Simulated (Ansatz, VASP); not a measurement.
## One calculation of BN, two programs

```
B N
1.0
     0.00000    1.77605    1.77605
     1.77605    0.00000    1.77605
     1.77605    1.77605    0.00000
B N
1 1
Direct
  0.00000 0.00000 0.00000
  0.75000 0.75000 0.75000
```

Alike in both runs: task single point; functional LDA; k mesh 12 × 12 × 12; occupations gaussian, width 0.02 eV; no spin polarisation.

|  | VASP | Ansatz |
| --- | --- | --- |
| version | VASP 6.6.1 | Ansatz 0.2.0 |
| potentials or method | VASP PAW LDA potentials, release 64 (B, N), cutoff 600 eV | scalar-relativistic, plane waves, PAW |
| valence electrons in the cell | 8 | 8 |

|  | VASP | Ansatz | Ansatz less VASP |
| --- | --- | --- | --- |
| gap on the k mesh at the Fermi level (eV) | 4.40 | 4.42 | +0.016 |
| least direct gap on the mesh (eV) | 8.93 | 8.94 | +0.012 |
| pressure (GPa) | 10.9 | 10.0 | -0.86 |

LDA's correlation is that of Perdew and Zunger in VASP and of Perdew and Wang (1992) in Ansatz.
